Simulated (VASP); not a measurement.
# PtSe2 in VASP: notebook

Runs on PtSe2. Level: r2SCAN. Tasks: single point.

All numbers are computed with VASP 6.6.1; they aren't measurements. Logs are shortened: lines on timing, memory, paths and dates and some standing lists are left out, and cuts for length are marked.

## 1. The cell of the first run

The cell holds a sheet with vacuum, 3 atoms: a = 3.703 Å, b = 3.703 Å, c = 18.000 Å, α = 90.00°, β = 90.00°, γ = 120.00°.

## 2. Single point, r2SCAN

POSCAR

```
PtSe2
1.0
    3.7025533928      0.0000000000      0.0000000000
   -1.8512766964      3.2065052970      0.0000000000
    0.0000000000      0.0000000000     18.0000000000
Pt Se
1 2
Direct
    0.0000000000      0.0000000000      0.5000000000
    0.3333333333      0.6666666667      0.5732457517
    0.6666666667      0.3333333333      0.4267542483
```

INCAR.step1

```
SYSTEM = PtSe2
  PREC = Accurate
  ENCUT = 520
  ISMEAR = 0
  SIGMA = 0.01
  LREAL = .False.
  LASPH = .True.
  NELM = 60
  NBANDS = 18
  GGA = PE
  ALGO = Normal
  EDIFF = 1E-4
  LWAVE = .True.
  LCHARG = .False.
```

INCAR.step2

```
SYSTEM = PtSe2
  PREC = Accurate
  ENCUT = 520
  EDIFF = 1E-7
  ISMEAR = 0
  SIGMA = 0.01
  LREAL = .False.
  LASPH = .True.
  NELM = 60
  ALGO = Normal
  ISIF = 2
  LWAVE = .False.
  LCHARG = .True.
  METAGGA = R2SCAN
  LMIXTAU = .True.
  LELF = .True.
  LVHAR = .True.
  NBANDS = 18
  ISTART = 1
```

KPOINTS

```
Automatic mesh
0
Gamma
  12 12 1
  0 0 0
```

Potentials or basis: VASP PAW PBE potentials, release 64 (Pt, Se).

Launch:

```
$ cat potpaw_PBE.64/Pt/POTCAR potpaw_PBE.64/Se/POTCAR > POTCAR
$ cp INCAR.step1 INCAR
$ mpirun -np 1 vasp_std > vasp.out
$ cp INCAR.step2 INCAR
$ mpirun -np 1 vasp_std > vasp.out
```

OUTCAR:

```text
SYSTEM = PtSe2
   PREC = Accurate
   ENCUT = 520
   EDIFF = 1E-7
   ISMEAR = 0
   LREAL = .False.
   LASPH = .True.
   NELM = 60
   ISIF = 2
   METAGGA = R2SCAN
   ISTART = 1

 ion  position               nearest neighbor table
   1  0.000  0.000  0.500-   2 2.51   3 2.51   2 2.51   3 2.51   3 2.51   2 2.51
   2  0.333  0.667  0.573-   1 2.51   1 2.51   1 2.51
   3  0.667  0.333  0.427-   1 2.51   1 2.51   1 2.51

  LATTYP: Found a hexagonal cell.
 ALAT       =     3.7025533928
 C/A-ratio  =     4.8615099069

  Lattice vectors:

 A1 = (   3.7025533928,   0.0000000000,   0.0000000000)
 A2 = (  -1.8512766964,   3.2065052970,   0.0000000000)
 A3 = (   0.0000000000,   0.0000000000,  18.0000000000)

Analysis of symmetry for initial positions (statically):
=====================================================================
 Subroutine PRICEL returns:
 Original cell was already a primitive cell.

 Routine SETGRP: Setting up the symmetry group for a
 hexagonal supercell.

 Subroutine GETGRP returns: Found 12 space group operations
 (whereof 12 operations were pure point group operations)
 out of a pool of 24 trial point group operations.

The static configuration has the point symmetry D_3d.

Analysis of symmetry for dynamics (positions and initial velocities):
=====================================================================
 Subroutine PRICEL returns:
 Original cell was already a primitive cell.

 Routine SETGRP: Setting up the symmetry group for a
 hexagonal supercell.

 Subroutine GETGRP returns: Found 12 space group operations
 (whereof 12 operations were pure point group operations)
 out of a pool of 24 trial point group operations.

The dynamic configuration has the point symmetry D_3d.

 Subroutine INISYM returns: Found 12 space group operations
 (whereof 12 operations are pure point group operations),
 and found     1 'primitive' translations

----------------------------------------------------------------------------------------

                                     Primitive cell

  volume of cell :     213.7006

  direct lattice vectors                    reciprocal lattice vectors
     3.702553393  0.000000000  0.000000000     0.270083884  0.155933003  0.000000000
    -1.851276696  3.206505297  0.000000000     0.000000000  0.311866006  0.000000000
     0.000000000  0.000000000 18.000000000     0.000000000  0.000000000  0.055555556

  length of vectors
     3.702553393  3.702553393 18.000000000     0.311866006  0.311866006  0.055555556

  position of ions in fractional coordinates (direct lattice)
     0.000000000  0.000000000  0.500000000
     0.333333333  0.666666667  0.573245752
     0.666666667  0.333333333  0.426754248

  ion indices of the primitive-cell ions
   primitive index   ion index
                 1           1
                 2           2
                 3           3

----------------------------------------------------------------------------------------

 KPOINTS: Automatic mesh

Automatic generation of k-mesh.
 Grid dimensions read from file:
 generate k-points for:   12   12    1

 Generating k-lattice:

  Cartesian coordinates                     Fractional coordinates (reciprocal lattice)
     0.022506990  0.012994417  0.000000000     0.083333333  0.000000000  0.000000000
     0.000000000  0.025988834  0.000000000     0.000000000  0.083333333  0.000000000
     0.000000000  0.000000000  0.055555556     0.000000000  0.000000000  1.000000000

  Length of vectors
     0.025988834  0.025988834  0.055555556

  Shift w.r.t. Gamma in fractional coordinates (k-lattice)
     0.000000000  0.000000000  0.000000000

 Subroutine IBZKPT returns following result:
 ===========================================

 Found     19 irreducible k-points:

 Following reciprocal coordinates:
            Coordinates               Weight
  0.000000  0.000000  0.000000      1.000000
  0.083333 -0.000000  0.000000      6.000000
  0.166667  0.000000  0.000000      6.000000
  0.250000  0.000000  0.000000      6.000000
  0.333333  0.000000  0.000000      6.000000
  0.416667 -0.000000  0.000000      6.000000
[... 11 lines left out ...]
  0.333333  0.250000  0.000000     12.000000
  0.333333  0.333333  0.000000      2.000000
   k-points           NKPTS =     19   k-points in BZ     NKDIM =     19   number of bands    NBANDS=     18
   number of dos      NEDOS =    301   number of ions     NIONS =      3
   total plane-waves  NPLWV = 109760
   dimension x,y,z NGX =    28 NGY =   28 NGZ =  140
   dimension x,y,z NGXF=    56 NGYF=   56 NGZF=  280
   ions per type =               1   2
   NGX,Y,Z   is equivalent  to a cutoff of  12.57, 12.57, 12.93 a.u.
   NGXF,Y,Z  is equivalent  to a cutoff of  25.14, 25.14, 25.86 a.u.
 SYSTEM =  PtSe2
   PREC   = accura    normal or accurate (medium, high low for compatibility)
   ISTART =      1    job   : 0-new  1-cont  2-samecut
   ICHARG =      0    charge: 1-file 2-atom 10-const
   ISPIN  =      1    spin polarized calculation?
   LNONCOLLINEAR =      F non collinear calculations
   LSORBIT =      F    spin-orbit coupling
   LASPH  =      T    aspherical Exc in radial PAW
   ENCUT  =  520.0 eV  38.22 Ry    6.18 a.u.   6.88  6.88 33.47*2*pi/ulx,y,z
   NELM   =     60;   NELMIN=  2; NELMDL=  0     # of ELM steps
   EDIFF  = 0.1E-06   stopping-criterion for ELM
   LREAL  =      F    real-space projection
   EDIFFG = 0.1E-05   stopping-criterion for IOM
   NSW    =      0    number of steps for IOM
   IBRION =     -1    ionic relax: 0-MD 1-quasi-New 2-CG
   NFREE  =      0    steps in history (QN), initial steepest desc. (CG)
   ISIF   =      2    stress and relaxation
   ISYM   =      2    0-nonsym 1-usesym 2-fastsym
   POTIM  = 0.5000    time-step for ionic-motion
   TEBEG  =    0.0;   TEEND  =   0.0 temperature during run
   PSTRESS=    0.0 pullay stress
   NELECT =      22.0000    total number of electrons
   NUPDOWN=      -1.0000    fix difference up-down
   EMIN   =  10.00;   EMAX   =-10.00  energy-range for DOS
   EFERMI =   0.00;   METHOD = LEGACY
   ISMEAR =     0;   SIGMA  =   0.01  broadening in eV -4-tet -1-fermi 0-gaus
   EFERMI_NEDOS =   21; number of points for ismear=-14 and -15
   IALGO  =     38    algorithm
   IMIX   =      4    mixing-type and parameters
     AMIX     =   0.40;   BMIX     =  1.00
     AMIX_MAG =   1.60;   BMIX_MAG =  1.00
  volume/ion in A,a.u.               =      71.23       480.71
  Fermi-wavevector in a.u.,A,eV,Ry     =   0.767268  1.449926  8.009754  0.588700
  Thomas-Fermi vector in A             =   1.867787
   LORBIT       =      0    0 simple, 1 ext, 2 COOP (PROOUT), +10 PAW based schemes
   METAGGA = R2SCAN    functional components
   LHFCALC =     F    Hartree Fock is set to
   AEXX    =    0.0000 exact exchange contribution
   IVDW    =     0    specifies the selected vdW correction
   LEPSILON=     F    determine dielectric tensor
   LRPA    =     F    only Hartree local field effects (RPA)
 non-spin polarized calculation
 Gauss-broadening in eV      SIGMA  =   0.01
  energy-cutoff  :      520.00
  volume of cell :      213.70
 maximum number of plane-waves:      5782
 NGX is ok and might be reduce to    28
   NGX = 13   NGY = 13   NGZ = 67

 number of electron      21.9999998 magnetization

 Free energy of the ion-electron system (eV)
  ---------------------------------------------------
  ext. energy  EPLUGINS =         0.00000000
  ---------------------------------------------------
  free energy    TOTEN  =       -81.44250324 eV

  energy without entropy =      -81.44250324  energy(sigma->0) =      -81.44250324

 E-fermi :  -2.6905     XC(G=0):  -3.7394

 val. band max:       -2.8064325314   @ k =   0.0833  -0.0000   0.0000
 cond. band min:      -1.2030164721   @ k =   0.2500   0.0000   0.0000
 fundamental gap:      1.6034160593
 Fermi energy:        -2.6904904573

 k-point     1 :       0.0000    0.0000    0.0000
  band No.  band energies     occupation
      1     -17.4008      2.00000
      2     -15.5200      2.00000
      3      -8.1503      2.00000
      4      -8.1126      2.00000
      5      -8.1126      2.00000
      6      -5.8349      2.00000
[... 10 lines left out ...]
     17       3.4967      0.00000
     18       4.8643      0.00000

 k-point     2 :       0.0833   -0.0000    0.0000
  band No.  band energies     occupation
      1     -17.3215      2.00000
      2     -15.5252      2.00000
      3      -8.1298      2.00000
      4      -8.0696      2.00000
      5      -8.0643      2.00000
      6      -5.9377      2.00000
[... 10 lines left out ...]
     17       3.8754      0.00000
     18       4.9162      0.00000

 k-point     3 :       0.1667    0.0000    0.0000
  band No.  band energies     occupation
      1     -17.0934      2.00000
      2     -15.5405      2.00000
      3      -8.1489      2.00000
      4      -7.9361      2.00000
      5      -7.8444      2.00000
      6      -6.3162      2.00000
[... 10 lines left out ...]
     17       4.1853      0.00000
     18       5.0819      0.00000

 k-point     4 :       0.2500    0.0000    0.0000
  band No.  band energies     occupation
      1     -16.7496      2.00000
      2     -15.5647      2.00000
      3      -8.1480      2.00000
      4      -7.7830      2.00000
      5      -7.5753      2.00000
      6      -6.8998      2.00000
[... 270 lines left out ...]
      4      -7.8433      2.00000
      5      -7.3822      2.00000
      6      -6.6520      2.00000
[... 10 lines left out ...]
     17       6.5022      0.00000
     18       6.7359      0.00000

 k-point    18 :       0.3333    0.2500    0.0000
  band No.  band energies     occupation
      1     -15.7144      2.00000
      2     -15.6396      2.00000
      3      -8.5350      2.00000
      4      -7.8717      2.00000
      5      -7.4832      2.00000
      6      -6.4903      2.00000
[... 10 lines left out ...]
     17       6.5607      0.00000
     18       6.9894      0.00000

 k-point    19 :       0.3333    0.3333    0.0000
  band No.  band energies     occupation
      1     -15.6444      2.00000
      2     -15.6444      2.00000
      3      -8.2852      2.00000
      4      -7.8924      2.00000
      5      -7.8924      2.00000
      6      -6.3942      2.00000
[... 10 lines left out ...]
     17       6.7552      0.00000
     18       6.9154      0.00000

------------------------ aborting loop because EDIFF is reached ----------------------------------------

  FORCE on cell =-STRESS in cart. coord.  units (eV):
  Direction    XX          YY          ZZ          XY          YZ          ZX
  --------------------------------------------------------------------------------------
  -------------------------------------------------------------------------------------
  Total        0.0343873      0.0343873      0.0122784      0.0000000      0.0000000     -0.0000000
  in kB        0.2578117      0.2578117      0.0920545      0.0000000      0.0000000     -0.0000000
  external PRESSURE =       0.2025593 kB  Pullay stress =       0.0000000 kB

 VOLUME and BASIS-vectors are now :
 -----------------------------------------------------------------------------
  energy-cutoff  :      520.00
  volume of cell :      213.70
      direct lattice vectors                 reciprocal lattice vectors
     3.702553393  0.000000000  0.000000000     0.270083884  0.155933003  0.000000000
    -1.851276696  3.206505297  0.000000000     0.000000000  0.311866006  0.000000000
     0.000000000  0.000000000 18.000000000     0.000000000  0.000000000  0.055555556

 POSITION                                       TOTAL-FORCE (eV/Angst)
 -----------------------------------------------------------------------------------
      0.00000      0.00000      9.00000         0.000000      0.000000      0.000000
     -0.00000      2.13767     10.31842         0.000000     -0.000000      0.009640
      1.85128      1.06884      7.68158        -0.000000      0.000000     -0.009640
 -----------------------------------------------------------------------------------
    total drift:                               -0.000000      0.000000      0.000000

  FREE ENERGIE OF THE ION-ELECTRON SYSTEM (eV)
  ---------------------------------------------------
  free  energy   TOTEN  =       -81.4425032422 eV

  energy  without entropy=      -81.4425032422  energy(sigma->0) =      -81.44250324
```

Wall time 4.8 min (1 thread of Intel Xeon Platinum 8375C at 2.90GHz (Ice Lake), shared host); peak memory 0.41 GiB.

What came out:

- Free energy: -81.4425 eV
- Largest force: 0.010 eV/Å
- Band gap on the k mesh: 1.60 eV (least direct gap 1.88 eV)

Forces on the atoms (eV/Å):
```
Pt   0.000  0.000  0.000
Se   0.000  0.000  0.010
Se   0.000  0.000 -0.010
```

Levels at points of the mesh, in eV from the valence-band top:
| k point | band 9 | band 10 | band 11 | band 12 | band 13 | band 14 |
| --- | --- | --- | --- | --- | --- | --- |
| (0.00, 0.00, 0.00) | -0.64 | 0.00 | 0.00 | 3.18 | 3.18 | 5.27 |
| (0.50, 0.00, 0.00) | -2.06 | -1.87 | -1.49 | 2.64 | 2.91 | 5.12 |

Caveat: the PAW data sets were made with another functional, which shifts forces and pressure a little; spin-orbit coupling is left out, which moves the levels of the heavy elements.

## 3. Single point, r2SCAN

This run uses another cell than the first one.

POSCAR

```
PtSe2
1.0
    3.7300000000      0.0000000000      0.0000000000
   -1.8650000000      3.2302747561      0.0000000000
    0.0000000000      0.0000000000     18.0000000000
Pt Se
1 2
Direct
    0.0000000000      0.0000000000      0.5000000000
    0.3333333333      0.6666666667      0.5705555556
    0.6666666667      0.3333333333      0.4294444444
```

INCAR.step1

```
  PREC = Accurate
  ENCUT = 520
  ISMEAR = 0
  SIGMA = 0.01
  LREAL = F
  LASPH = T
  NELM = 60
  NBANDS = 18
  GGA = PE
  ALGO = Normal
  EDIFF = 1E-4
  LWAVE = T
  LCHARG = F
```

INCAR.step2

```
  PREC = Accurate
  ENCUT = 520
  EDIFF = 1E-6
  ISMEAR = 0
  SIGMA = 0.01
  LREAL = F
  LASPH = T
  NELM = 60
  ALGO = Normal
  ISIF = 2
  LWAVE = F
  LCHARG = F
  METAGGA = R2SCAN
  LMIXTAU = T
  NBANDS = 18
  ISTART = 1
```

KPOINTS

```
regular mesh
0
Gamma
  12 12 1
```

Potentials or basis: VASP PAW PBE potentials, release 64 (Pt, Se).

Launch:

```
$ cat potpaw_PBE.64/Pt/POTCAR potpaw_PBE.64/Se/POTCAR > POTCAR
$ cp INCAR.step1 INCAR
$ mpirun -np 1 vasp_std > vasp.out
$ cp INCAR.step2 INCAR
$ mpirun -np 1 vasp_std > vasp.out
```

It took 4.1 min on 1 thread of Intel Xeon Platinum 8375C at 2.90GHz (Ice Lake), shared host; peak memory 0.4 GiB.

It converged, with:

* Free energy: -81.4239 eV
* Largest force: 0.436 eV/Å
* Band gap on the k mesh: 1.62 eV (least direct gap 1.75 eV)

Forces in eV/Å, atoms in the order of the input:
```
Pt   0.000  0.000  0.000
Se   0.000  0.000  0.436
Se   0.000  0.000 -0.436
```

Levels at points of the mesh, in eV from the valence-band top:
```tsv
k point	band 7	band 8	band 9	band 10	band 11	band 12	band 13	band 14	band 15	band 16
(0.00, 0.00, 0.00)	-3.08	-1.19	-0.54	-0.08	-0.08	3.25	3.25	5.32	5.86	6.31
(0.50, 0.00, 0.00)	-2.58	-2.48	-2.06	-2.05	-1.38	2.65	3.01	5.22	6.85	8.41
```

Caveat: the PAW data sets were made with another functional, which shifts forces and pressure a little; spin-orbit coupling is left out, which moves the levels of the heavy elements.
